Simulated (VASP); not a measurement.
Ta2AlF3, 6 atoms in the cell. Symmetry: P-4m2, No. 115, tetragonal system. The conventional cell has a = 4.420 Å, b = 4.420 Å, c = 4.806 Å, α = 90.00°, β = 90.00°, γ = 90.00°. Within 3.2 Å of Ta (site symmetry 2mm) lie 2 Al at 2.43 Å and 6 F at 2.43 to 2.61 Å. Within 3.2 Å of Al (site symmetry -4m2) lie 6 F at 2.40 to 3.13 Å and 4 Ta at 2.43 Å. Within 3.2 Å of F (site symmetry -4m2) lie 6 F at 2.40 to 3.13 Å and 4 Ta at 2.61 Å. Within 3.2 Å of F (site symmetry -4m2) lie 2 Al at 2.40 Å and 4 Ta at 2.61 Å and 4 F at 3.13 Å. Within 3.2 Å of F (site symmetry -4m2) lie 2 F at 2.40 Å and 4 Ta at 2.43 Å and 4 Al at 3.13 Å. 

```yaml
Program: VASP 6.6.1
Task: single point
Functional: PBE
Potentials_or_basis: VASP PAW PBE potentials, release 64 (Ta_pv, Al, F)
Cutoff: 520 eV
k_mesh: 8 × 8 × 8
Occupations: gaussian, width 0.1 eV
Spin: collinear spin, ferromagnetic start
Starting_moments: "[0.19, 0.19, 0.0, 0.0, 0.0, 0.0] μB"
Dipole_correction: no
Further_INCAR_settings: ALGO = Normal; EDIFF = 1e-06; NBANDS = 36
```

Potentials or basis: VASP PAW PBE potentials, release 64 (Ta_pv, Al, F).

Command:

```bash
$ cat potpaw_PBE.64/Ta_pv/POTCAR potpaw_PBE.64/Al/POTCAR potpaw_PBE.64/F/POTCAR > POTCAR
$ mpirun -np 1 vasp_std > vasp.out
```

Hardware: 1 thread of AMD EPYC 7R43 64-Core Processor (Zen 3), with other jobs on the host.

Problem. How long does it take, and how much memory?

Solution. Run time: 8.8 min on 1 thread of AMD EPYC 7R43 64-Core Processor (Zen 3) (shared host), peak memory 0.47 GiB. Counts: scf iterations 20, k points 75.
